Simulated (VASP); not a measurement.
# GaAs (F-43m) in VASP: notebook

The runs below take GaAs through electric field gradients, with PBE.

All numbers are computed with VASP 6.6.1; they aren't measurements. Logs are shortened: lines on timing, memory, paths and dates and some standing lists are left out, and cuts for length are marked.

## (1) The cell of the first run

The structure is cubic, space group F-43m (No. 216). The conventional cell has a = 5.538 Å, b = 5.538 Å, c = 5.538 Å, α = 90.00°, β = 90.00°, γ = 90.00°. Ga (site symmetry -43m) has 4 As at 2.40 Å within 3.2 Å. Within 3.2 Å of As (site symmetry -43m) lie 4 Ga at 2.40 Å.

## (2) Electric field gradients, PBE (volume scaled by 0.94)

The input, INCAR:

```
ALGO = Normal ; EDIFF = 1E-8
ENCUT = 520 ; GGA = PE
ISIF = 2 ; ISMEAR = -1
LASPH = T ; LCHARG = F
LEFG = T ; LREAL = F
LWAVE = F ; NBANDS = 16
NELM = 100 ; PREC = Accurate
SIGMA = 0.05
```

The input, KPOINTS:

```
k-points
0
Gamma
  11 11 11
```

The input, POSCAR:

```
GaAs
1.0
    0.0000000000      2.7691429914      2.7691429914
    2.7691429914      0.0000000000      2.7691429914
    2.7691429914      2.7691429914      0.0000000000
Ga As
1 1
Direct
    0.0000000000      0.0000000000      0.0000000000
    0.7500000000      0.7500000000      0.7500000000
```

Potentials or basis: VASP PAW PBE potentials, release 64 (Ga_d, As).

Launch:

```bash
$ cat potpaw_PBE.64/Ga_d/POTCAR potpaw_PBE.64/As/POTCAR > POTCAR
$ mpirun -np 1 vasp_std > vasp.out
```

OUTCAR:

```text
EDIFF = 1E-8
   ENCUT = 520
   GGA = PE
   ISIF = 2
   ISMEAR = -1
   LASPH = T
   LREAL = F
   NELM = 100
   PREC = Accurate

 ion  position               nearest neighbor table
   1  0.000  0.000  0.000-   2 2.40   2 2.40   2 2.40   2 2.40
   2  0.750  0.750  0.750-   1 2.40   1 2.40   1 2.40   1 2.40

  LATTYP: Found a face centered cubic cell.
 ALAT       =     5.5382859828

  Lattice vectors:

 A1 = (   0.0000000000,   2.7691429914,   2.7691429914)
 A2 = (   2.7691429914,   0.0000000000,   2.7691429914)
 A3 = (   2.7691429914,   2.7691429914,   0.0000000000)

Analysis of symmetry for initial positions (statically):
=====================================================================
 Subroutine PRICEL returns:
 Original cell was already a primitive cell.

 Routine SETGRP: Setting up the symmetry group for a
 face centered cubic supercell.

 Subroutine GETGRP returns: Found 24 space group operations
 (whereof 24 operations were pure point group operations)
 out of a pool of 48 trial point group operations.

The static configuration has the point symmetry T_d .

Analysis of symmetry for dynamics (positions and initial velocities):
=====================================================================
 Subroutine PRICEL returns:
 Original cell was already a primitive cell.

 Routine SETGRP: Setting up the symmetry group for a
 face centered cubic supercell.

 Subroutine GETGRP returns: Found 24 space group operations
 (whereof 24 operations were pure point group operations)
 out of a pool of 48 trial point group operations.

The dynamic configuration has the point symmetry T_d .

 Subroutine INISYM returns: Found 24 space group operations
 (whereof 24 operations are pure point group operations),
 and found     1 'primitive' translations

----------------------------------------------------------------------------------------

                                     Primitive cell

  volume of cell :      42.4684

  direct lattice vectors                    reciprocal lattice vectors
     0.000000000  2.769142991  2.769142991    -0.180561279  0.180561279  0.180561279
     2.769142991  0.000000000  2.769142991     0.180561279 -0.180561279  0.180561279
     2.769142991  2.769142991  0.000000000     0.180561279  0.180561279 -0.180561279

  length of vectors
[... 114 lines left out ...]
  energy-cutoff  :      520.00
  volume of cell :       42.47
 maximum number of plane-waves:      1167
 NGX is ok and might be reduce to    30
   NGX = 15   NGY = 15   NGZ = 15

 number of electron      18.0000010 magnetization

 Free energy of the ion-electron system (eV)
  ---------------------------------------------------
  ext. energy  EPLUGINS =         0.00000000
  ---------------------------------------------------
  free energy    TOTEN  =        -8.14904766 eV

  energy without entropy =       -8.14904747  energy(sigma->0) =       -8.14904756

 E-fermi :   5.0653     XC(G=0):  -9.8697

 val. band max:        4.5333916553   @ k =   0.0000   0.0000   0.0000
 cond. band min:       5.5311722851   @ k =   0.0000   0.0000   0.0000
 fundamental gap:      0.9977806298
 Fermi energy:         5.0653376095

 k-point     1 :       0.0000    0.0000    0.0000
  band No.  band energies     occupation
      1     -10.3980      2.00000
      2     -10.3980      2.00000
      3     -10.3980      2.00000
      4     -10.3022      2.00000
      5     -10.3022      2.00000
      6      -8.6563      2.00000
[... 433 lines left out ...]
      3     -10.3763      2.00000
      4     -10.3062      2.00000
      5     -10.2999      2.00000
      6      -7.6048      2.00000
[... 8 lines left out ...]
     15      15.0516      0.00000
     16      15.8217      0.00000

 [... further k-points ...]
[... 5 lines left out ...]
  --------------------------------------------------------------------------------------
  -------------------------------------------------------------------------------------
  Total        2.3633460      2.3633460      2.3633460      0.0000000      0.0000000      0.0000000
  in kB       89.1603483     89.1603483     89.1603483      0.0000000      0.0000000      0.0000000
  external PRESSURE =      89.1603483 kB  Pullay stress =       0.0000000 kB

 VOLUME and BASIS-vectors are now :
 -----------------------------------------------------------------------------
  energy-cutoff  :      520.00
  volume of cell :       42.47
      direct lattice vectors                 reciprocal lattice vectors
     0.000000000  2.769142991  2.769142991    -0.180561279  0.180561279  0.180561279
     2.769142991  0.000000000  2.769142991     0.180561279 -0.180561279  0.180561279
     2.769142991  2.769142991  0.000000000     0.180561279  0.180561279 -0.180561279

 POSITION                                       TOTAL-FORCE (eV/Angst)
 -----------------------------------------------------------------------------------
      0.00000      0.00000      0.00000         0.000000      0.000000      0.000000
      4.15371      4.15371      4.15371        -0.000000     -0.000000     -0.000000
 -----------------------------------------------------------------------------------
    total drift:                               -0.000001     -0.000001     -0.000001

  FREE ENERGIE OF THE ION-ELECTRON SYSTEM (eV)
  ---------------------------------------------------
  free  energy   TOTEN  =        -8.1490476566 eV

  energy  without entropy=       -8.1490474684  energy(sigma->0) =       -8.14904756

 Electric field gradients (V/A^2)
---------------------------------------------------------------------
 ion       V_xx      V_yy      V_zz      V_xy      V_xz      V_yz
---------------------------------------------------------------------
   1       0.000    -0.000    -0.000    -0.003    -0.003    -0.003
   2       0.000     0.000     0.000    -0.000    -0.000    -0.000
---------------------------------------------------------------------

 Electric field gradients after diagonalization (V/A^2)
 (convention: |V_zz| > |V_xx| > |V_yy|)
----------------------------------------------------------------------
 ion       V_xx      V_yy      V_zz     asymmetry (V_yy - V_xx)/ V_zz
----------------------------------------------------------------------
   1       0.003     0.003    -0.006       0.000
   2       0.000     0.000    -0.000       0.000
----------------------------------------------------------------------

           NMR quadrupolar parameters

 Cq : quadrupolar parameter    Cq=e*Q*V_zz/h
 eta: asymmetry parameters     (V_yy - V_xx)/ V_zz
 Q  : nuclear electric quadrupole moment in mb (millibarn)
----------------------------------------------------------------------
 ion       Cq(MHz)       eta       Q (mb)
----------------------------------------------------------------------
   1      -0.000       0.000       1.000
   2      -0.000       0.000       1.000
----------------------------------------------------------------------
```

Run time: 54 s. Hardware: 1 thread of Intel Xeon Platinum 8375C at 2.90GHz (Ice Lake), shared host; peak memory 0.19 GiB.

Results:

```
Free energy            : -8.1490 eV
Pressure               : 8.9 GPa
Band gap on the k mesh : 1.00 eV, direct
```

Levels at points of the mesh, in eV from the valence-band top:
| k point | band 7 | band 8 | band 9 | band 10 | band 11 | band 12 |
| --- | --- | --- | --- | --- | --- | --- |
| (0.00, 0.00, 0.00) | 0.00 | 0.00 | 0.00 | 1.00 | 3.74 | 3.74 |

Caveat: without QUAD_EFG the Cq values of the log hold for a quadrupole moment of 1 mb, not for the nuclei.

## (3) Electric field gradients, PBE (volume scaled by 0.9405)

The input, INCAR:

```
PREC = Accurate
ENCUT = 520
EDIFF = 1E-8
ISMEAR = -1
SIGMA = 0.05
LREAL = F
LASPH = T
NELM = 100
ALGO = Normal
ISIF = 2
LWAVE = F
LCHARG = F
GGA = PE
LEFG = T
NBANDS = 16
```

The input, KPOINTS:

```
regular mesh
0
Gamma
  11 11 11
```

The input, POSCAR:

```
GaAs
1.0
    0.0000000000      2.7696338872      2.7696338872
    2.7696338872      0.0000000000      2.7696338872
    2.7696338872      2.7696338872      0.0000000000
Ga As
1 1
Direct
    0.0000000000      0.0000000000      0.0000000000
    0.7500000000      0.7500000000      0.7500000000
```

Potentials or basis: VASP PAW PBE potentials, release 64 (Ga_d, As).

Launch:

```bash
$ cat potpaw_PBE.64/Ga_d/POTCAR potpaw_PBE.64/As/POTCAR > POTCAR
$ mpirun -np 1 vasp_std > vasp.out
```

OUTCAR:

```text
PREC = Accurate
   ENCUT = 520
   EDIFF = 1E-8
   ISMEAR = -1
   LREAL = F
   LASPH = T
   NELM = 100
   ISIF = 2
   GGA = PE

 ion  position               nearest neighbor table
   1  0.000  0.000  0.000-   2 2.40   2 2.40   2 2.40   2 2.40
   2  0.750  0.750  0.750-   1 2.40   1 2.40   1 2.40   1 2.40

  LATTYP: Found a face centered cubic cell.
 ALAT       =     5.5392677744

  Lattice vectors:

 A1 = (   0.0000000000,   2.7696338872,   2.7696338872)
 A2 = (   2.7696338872,   0.0000000000,   2.7696338872)
 A3 = (   2.7696338872,   2.7696338872,   0.0000000000)

[... 667 lines left out ...]
  free  energy   TOTEN  =        -8.1503007429 eV

  energy  without entropy=       -8.1503005483  energy(sigma->0) =       -8.15030065

 Electric field gradients (V/A^2)
---------------------------------------------------------------------
 ion       V_xx      V_yy      V_zz      V_xy      V_xz      V_yz
---------------------------------------------------------------------
   1       0.000    -0.000    -0.000    -0.003    -0.003    -0.003
   2       0.000    -0.000     0.000    -0.000    -0.000    -0.000
---------------------------------------------------------------------

 Electric field gradients after diagonalization (V/A^2)
 (convention: |V_zz| > |V_xx| > |V_yy|)
----------------------------------------------------------------------
 ion       V_xx      V_yy      V_zz     asymmetry (V_yy - V_xx)/ V_zz
----------------------------------------------------------------------
   1       0.003     0.003    -0.006       0.000
   2       0.000     0.000    -0.000       0.000
----------------------------------------------------------------------

           NMR quadrupolar parameters

 Cq : quadrupolar parameter    Cq=e*Q*V_zz/h
 eta: asymmetry parameters     (V_yy - V_xx)/ V_zz
 Q  : nuclear electric quadrupole moment in mb (millibarn)
----------------------------------------------------------------------
 ion       Cq(MHz)       eta       Q (mb)
----------------------------------------------------------------------
   1      -0.000       0.000       1.000
   2      -0.000       0.000       1.000
----------------------------------------------------------------------
```

Run time: 71 s. Hardware: 1 thread of Intel Xeon Platinum 8375C at 2.90GHz (Ice Lake), shared host; peak memory 0.19 GiB.

What came out:

| Item | Value |
| --- | --- |
| Free energy | -8.1503 eV |
| Pressure | 8.9 GPa |
| Band gap on the k mesh | 0.99 eV, direct |

Caveat: without QUAD_EFG the Cq values of the log hold for a quadrupole moment of 1 mb, not for the nuclei. A k mesh can miss the band edges.
